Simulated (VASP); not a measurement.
# HfN in VASP: further runs, part 2 of 2

VASP 6.6.1. The steps go on from the part before.

## 3. Single point, PBE (equal xy, yz and zx shear strains of -3 %)

File INCAR:

```
PREC     = Accurate       # precision mode
ENCUT    = 520            # plane-wave cutoff, eV
EDIFF    = 1E-6           # SCF threshold, eV
ISMEAR   = -1             # smearing method
SIGMA    = 0.03           # smearing width, eV
LREAL    = F              # projectors in reciprocal space
LASPH    = T              # aspherical terms in the spheres
NELM     = 80             # most SCF steps
ALGO     = Normal         # electronic algorithm
ISIF     = 2              # what is computed and relaxed
LWAVE    = F              # write WAVECAR
LCHARG   = F              # write CHGCAR
GGA      = PE             # functional
NBANDS   = 14             # bands
```

File KPOINTS:

```
regular mesh
0
Gamma
  10 10 10
```

File POSCAR:

```
HfN
1.0
   -0.0677700000      2.2251150000      2.2251150000
    2.2251150000     -0.0677700000      2.2251150000
    2.2251150000      2.2251150000     -0.0677700000
Hf N
1 1
Direct
    0.0000000000      0.0000000000      0.0000000000
    0.5000000000      0.5000000000      0.5000000000
```

Potentials or basis: VASP PAW PBE potentials, release 64 (Hf_pv, N).

Launch:

```console
> cat potpaw_PBE.64/Hf_pv/POTCAR potpaw_PBE.64/N/POTCAR > POTCAR
> mpirun -np 1 vasp_std > vasp.out
```

OUTCAR:

```text
PREC = Accurate
   ENCUT = 520
   EDIFF = 1E-6
   ISMEAR = -1
   LREAL = F
   LASPH = T
   NELM = 80
   ISIF = 2
   GGA = PE

 ion  position               nearest neighbor table
   1  0.000  0.000  0.000-   2 2.26   2 2.26   2 2.26   2 2.26   2 2.26   2 2.26
   2  0.500  0.500  0.500-   1 2.26   1 2.26   1 2.26   1 2.26   1 2.26   1 2.26

  LATTYP: Found a trigonal (rhomboedric) cell.
 ALAT       =     3.1475174820
 COS(alpha) =     0.4693254694

  Lattice vectors:

 A1 = (  -0.0677700000,   2.2251150000,   2.2251150000)
 A2 = (   2.2251150000,  -0.0677700000,   2.2251150000)
 A3 = (   2.2251150000,   2.2251150000,  -0.0677700000)

Analysis of symmetry for initial positions (statically):
=====================================================================
 Subroutine PRICEL returns:
 Original cell was already a primitive cell.

 Routine SETGRP: Setting up the symmetry group for a
 trigonal (rhombohedral) supercell.

 Subroutine GETGRP returns: Found 12 space group operations
 (whereof 12 operations were pure point group operations)
 out of a pool of 12 trial point group operations.

The static configuration has the point symmetry D_3d.
[... 165 lines left out ...]
 Fermi energy:         8.4252576334

 k-point     1 :       0.0000    0.0000    0.0000
  band No.  band energies     occupation
      1     -22.7751      2.00000
      2     -22.7751      2.00000
      3     -22.7244      2.00000
      4      -9.1212      2.00000
      5       5.2946      2.00000
      6       5.2946      2.00000
      7       5.5243      2.00000
      8       7.7874      2.00000
      9       7.7874      2.00000
     10       8.4377      0.79509
     11      10.3104      0.00000
     12      10.3963      0.00000
     13      10.3963      0.00000
     14      17.9881      0.00000
[... 377 lines left out ...]
      1     -23.4417      2.00000
      2     -23.0453      2.00000
      3     -22.9611      2.00000
      4      -7.7230      2.00000
      5       1.7779      2.00000
      6       3.7121      2.00000
      7       4.3973      2.00000
      8       5.8759      2.00000
      9      12.4546      0.00000
     10      12.8741      0.00000
     11      13.0872      0.00000
     12      13.3093      0.00000
     13      17.5211      0.00000
     14      19.7180      0.00000

 [... further k-points ...]
[... 5 lines left out ...]
  --------------------------------------------------------------------------------------
  -------------------------------------------------------------------------------------
  Total        0.4655389      0.4655389      0.4655389      0.5390531      0.5390531      0.5390531
  in kB       32.3730847     32.3730847     32.3730847     37.4851832     37.4851832     37.4851832
  external PRESSURE =      32.3730847 kB  Pullay stress =       0.0000000 kB

 VOLUME and BASIS-vectors are now :
 -----------------------------------------------------------------------------
  energy-cutoff  :      520.00
  volume of cell :       23.04
      direct lattice vectors                 reciprocal lattice vectors
    -0.067770000  2.225115000  2.225115000    -0.214693734  0.221438039  0.221438039
     2.225115000 -0.067770000  2.225115000     0.221438039 -0.214693734  0.221438039
     2.225115000  2.225115000 -0.067770000     0.221438039  0.221438039 -0.214693734

 POSITION                                       TOTAL-FORCE (eV/Angst)
 -----------------------------------------------------------------------------------
      0.00000      0.00000      0.00000         0.000000     -0.000000      0.000000
      2.19123      2.19123      2.19123        -0.000000      0.000000     -0.000000
 -----------------------------------------------------------------------------------
    total drift:                                0.000000     -0.000000     -0.000000

  FREE ENERGIE OF THE ION-ELECTRON SYSTEM (eV)
  ---------------------------------------------------
  free  energy   TOTEN  =       -21.7263322870 eV

  energy  without entropy=      -21.7242113054  energy(sigma->0) =      -21.72527180
```

OSZICAR:

```text
N       E                     dE             d eps       ncg     rms          rms(c)
DAV:   1     0.373964521964E+02    0.37396E+02   -0.77961E+03  3248   0.101E+03
DAV:   2    -0.228117787571E+02   -0.60208E+02   -0.56287E+02  4296   0.234E+02
DAV:   3    -0.247204067808E+02   -0.19086E+01   -0.19028E+01  3668   0.346E+01
DAV:   4    -0.247273320716E+02   -0.69253E-02   -0.69181E-02  3984   0.243E+00
DAV:   5    -0.247273752997E+02   -0.43228E-04   -0.43226E-04  3706   0.164E-01    0.490E+01
DAV:   6    -0.218322403387E+02    0.28951E+01   -0.82643E+00  3602   0.221E+01    0.417E+01
DAV:   7    -0.217536621920E+02    0.78578E-01   -0.45883E-01  4124   0.603E+00    0.266E+01
DAV:   8    -0.217320049614E+02    0.21657E-01   -0.10722E-01  3824   0.283E+00    0.604E+00
DAV:   9    -0.217264373051E+02    0.55677E-02   -0.15040E-02  3668   0.992E-01    0.193E+00
DAV:  10    -0.217263628652E+02    0.74440E-04   -0.10166E-03  4240   0.306E-01    0.417E-01
DAV:  11    -0.217263341422E+02    0.28723E-04   -0.67163E-05  3938   0.814E-02    0.978E-02
DAV:  12    -0.217263324532E+02    0.16890E-05   -0.72163E-06  4286   0.229E-02    0.112E-02
DAV:  13    -0.217263322870E+02    0.16616E-06   -0.17098E-07  2242   0.436E-03
   1 F= -.21726332E+02 E0= -.21725272E+02  d E =-.212098E-02
```

stdout:

```text
POSCAR found type information on POSCAR HfN
 POSCAR found :  2 types and       2 ions
 scaLAPACK will be used
 LDA part: xc-table for (Slater+PW92), standard interpolation
 POSCAR, INCAR and KPOINTS ok, starting setup
 FFT: planning ... GRIDC
 FFT: planning ... GRID_SOFT
 FFT: planning ... GRID
 WAVECAR not read
 entering main loop
```

It took 13 s on 1 thread of Intel Xeon 6975P-C (Granite Rapids), shared host; peak memory 0.16 GiB.

What came out:

```
Free energy : -21.7263 eV
Pressure    : 3.2 GPa
```

Stress tensor (GPa, compression positive):
```
3.24 3.75 3.75
3.75 3.24 3.75
3.75 3.75 3.24
```

Caveat: the cell differs from its parent crystal (equal xy, yz and zx shear strains of -3 %); spin-orbit coupling is left out, which moves the levels of the heavy elements.

## 4. Single point, PBE (equal xy, yz and zx shear strains of +2 %)

File INCAR:

```
SYSTEM = HfN
PREC     = Accurate       ! precision mode
ENCUT    = 520            ! plane-wave cutoff, eV
EDIFF    = 1E-6           ! SCF threshold, eV
ISMEAR   = -1             ! smearing method
SIGMA    = 0.03           ! smearing width, eV
LREAL    = .False.        ! projectors in reciprocal space
LASPH    = .True.         ! aspherical terms in the spheres
NELM     = 80             ! most SCF steps
ALGO     = Normal         ! electronic algorithm
ISIF     = 2              ! what is computed and relaxed
LWAVE    = .False.        ! write WAVECAR
LCHARG   = .False.        ! write CHGCAR
GGA      = PE             ! functional
NBANDS   = 14             ! bands
```

File KPOINTS:

```
Automatic mesh
0
Gamma
  10 10 10
  0 0 0
```

File POSCAR:

```
HfN
1.0
    0.0451800000      2.2815900000      2.2815900000
    2.2815900000      0.0451800000      2.2815900000
    2.2815900000      2.2815900000      0.0451800000
Hf N
1 1
Direct
    0.0000000000      0.0000000000      0.0000000000
    0.5000000000      0.5000000000      0.5000000000
```

Launch:

```console
> cat potpaw_PBE.64/Hf_pv/POTCAR potpaw_PBE.64/N/POTCAR > POTCAR
> mpirun -np 1 vasp_std > vasp.out
```

It took 12 s on 1 thread of Intel Xeon 6975P-C (Granite Rapids), shared host; peak memory 0.17 GiB.

Results (log left out):

```yaml
Free_energy: -21.7397 eV
Pressure: 3.2 GPa
```

Stress tensor (GPa, compression positive):
```
 3.15 -2.11 -2.11
-2.11  3.15 -2.11
-2.11 -2.11  3.15
```

Levels at points of the mesh, in eV from the Fermi level:
| k point | band 5 | band 6 | band 7 | band 8 | band 9 | band 10 |
| --- | --- | --- | --- | --- | --- | --- |
| (0.00, 0.00, 0.00) | -3.18 | -3.02 | -3.02 | -0.73 | -0.25 | -0.25 |
| (0.50, 0.00, 0.00) | -8.92 | -6.42 | -6.14 | 2.99 | 3.76 | 3.96 |
| (0.50, 0.50, 0.00) | -5.46 | -3.86 | -3.81 | -3.67 | 4.04 | 5.35 |
| (0.50, 0.50, 0.50) | -8.97 | -6.06 | -6.06 | 3.10 | 3.48 | 3.48 |

Caveat: the cell differs from its parent crystal (equal xy, yz and zx shear strains of +2 %); spin-orbit coupling is left out, which moves the levels of the heavy elements.

## 5. Single point, PBE (equal xy, yz and zx shear strains of -1 %)

File INCAR:

```
SYSTEM = HfN
ALGO = Normal ; EDIFF = 1E-7
ENCUT = 520 ; GGA = PE
ISIF = 2 ; ISMEAR = -1
LASPH = .True. ; LCHARG = .True.
LELF = .True. ; LREAL = .False.
LVHAR = .True. ; LWAVE = .False.
NBANDS = 14 ; NELM = 80
PREC = Accurate ; SIGMA = 0.03
```

File KPOINTS:

```
k-points
0
Gamma
  10 10 10
  0 0 0
```

File POSCAR:

```
HfN
1.0
   -0.0225900000      2.2477050000      2.2477050000
    2.2477050000     -0.0225900000      2.2477050000
    2.2477050000      2.2477050000     -0.0225900000
Hf N
1 1
Direct
    0.0000000000      0.0000000000      0.0000000000
    0.5000000000      0.5000000000      0.5000000000
```

Potentials or basis: VASP PAW PBE potentials, release 64 (Hf_pv, N).

Launch:

```console
> cat potpaw_PBE.64/Hf_pv/POTCAR potpaw_PBE.64/N/POTCAR > POTCAR
> mpirun -np 1 vasp_std > vasp.out
```

OUTCAR:

```text
SYSTEM = HfN
   EDIFF = 1E-7
   ENCUT = 520
   GGA = PE
   ISIF = 2
   ISMEAR = -1
   LASPH = .True.
   LREAL = .False.
   NELM = 80
   PREC = Accurate

 ion  position               nearest neighbor table
   1  0.000  0.000  0.000-   2 2.26   2 2.26   2 2.26   2 2.26   2 2.26   2 2.26
   2  0.500  0.500  0.500-   1 2.26   1 2.26   1 2.26   1 2.26   1 2.26   1 2.26

  LATTYP: Found a trigonal (rhomboedric) cell.
 ALAT       =     3.1788151633
 COS(alpha) =     0.4899250057

  Lattice vectors:

[... 585 lines left out ...]
      9      12.4679      0.00000
     10      12.9447      0.00000
     11      13.1294      0.00000
     12      13.2071      0.00000
     13      17.5288      0.00000
     14      19.7101      0.00000

 [... further k-points ...]
[... 5 lines left out ...]
  --------------------------------------------------------------------------------------
  -------------------------------------------------------------------------------------
  Total        0.4422477      0.4422477      0.4422477      0.1306763      0.1306763      0.1306763
  in kB       30.7347858     30.7347858     30.7347858      9.0815802      9.0815802      9.0815802
  external PRESSURE =      30.7347858 kB  Pullay stress =       0.0000000 kB

 VOLUME and BASIS-vectors are now :
 -----------------------------------------------------------------------------
  energy-cutoff  :      520.00
  volume of cell :       23.05
      direct lattice vectors                 reciprocal lattice vectors
    -0.022590000  2.247705000  2.247705000    -0.219123395  0.221347998  0.221347998
     2.247705000 -0.022590000  2.247705000     0.221347998 -0.219123395  0.221347998
     2.247705000  2.247705000 -0.022590000     0.221347998  0.221347998 -0.219123395

 POSITION                                       TOTAL-FORCE (eV/Angst)
 -----------------------------------------------------------------------------------
      0.00000      0.00000      0.00000         0.000000     -0.000000      0.000000
      2.23641      2.23641      2.23641        -0.000000      0.000000     -0.000000
 -----------------------------------------------------------------------------------
    total drift:                                0.000000     -0.000000     -0.000000

  FREE ENERGIE OF THE ION-ELECTRON SYSTEM (eV)
  ---------------------------------------------------
  free  energy   TOTEN  =       -21.7466280559 eV

  energy  without entropy=      -21.7442484752  energy(sigma->0) =      -21.74543827
```

Wall time 13 s (1 thread of Intel Xeon 6975P-C (Granite Rapids), shared host); peak memory 0.17 GiB.

Results:

```yaml
Free_energy: -21.7466 eV
Pressure: 3.1 GPa
```

Caveat: the cell differs from its parent crystal (equal xy, yz and zx shear strains of -1 %); spin-orbit coupling is left out, which moves the levels of the heavy elements.

## 6. Summary

| cell | gap on the mesh (eV) | pressure (GPa) |
| --- | --- | --- |
| a = 3.243, b = 3.243, c = 3.291 Å, angles 59.5, 59.5, 61.0°, 2 atoms | none | -11.2 |
| a = 3.148 Å, angles 62.0°, 2 atoms | none | 3.2 |
| a = 3.227 Å, angles 58.7°, 2 atoms | none | 3.2 |
| a = 3.179 Å, angles 60.7°, 2 atoms | none | 3.1 |

Alike in all rows: task single point; level PBE; potentials or basis VASP PAW PBE potentials, release 64 (Hf_pv, N); no spin polarisation; k mesh 10 × 10 × 10; cutoff (eV) 520; smearing fermi-dirac 0.03 eV.

Caveats: spin-orbit coupling is left out, which moves the levels of the heavy elements.

Absolute energies hang on the potentials; compare differences alone.
